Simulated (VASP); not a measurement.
Input of a VASP 6.6.1 run:

The input INCAR:

```
ALGO = Normal
EDIFF = 1E-6
ENCUT = 520
GGA = PE
ISIF = 2
ISMEAR = 0
LASPH = True
LCHARG = False
LREAL = False
LWAVE = False
NBANDS = 13
NELM = 100
PREC = Accurate
SIGMA = 0.1
```

KPOINTS

```
k-points
0
Gamma
  6 6 4
```

The input POSCAR:

```
Si2C
1.0
    2.9954164100      0.0000000000      0.0000000000
   -1.4977082000      2.5941067000      0.0000000000
    0.0000000000      0.0000000000      4.5012225700
Si C
2 1
Direct
    0.6666666700      0.3333333300      0.2467073100
    0.3333333300      0.6666666700      0.7532926900
    0.0000000000      0.0000000000      0.5000000000
```

Potentials or basis: VASP PAW PBE potentials, release 64 (Si, C).

Command:

```sh
$ cat potpaw_PBE.64/Si/POTCAR potpaw_PBE.64/C/POTCAR > POTCAR
$ mpirun -np 1 vasp_std > vasp.out
```

(1) Estimate the pressure.

(2) Estimate the band gap on the k mesh.

(3) Estimate the largest force.

Results:

(1) -3.3 GPa.

(2) zero (band 6 reaches 14.30 eV, above the bottom of band 7 at 7.95 eV).

(3) 1.472 eV/Å.

Caveat: the k points lie up to 0.40 Å⁻¹ apart; forces of over 1 eV/Å act on the atoms, so gaps and moduli don't describe the material at rest.
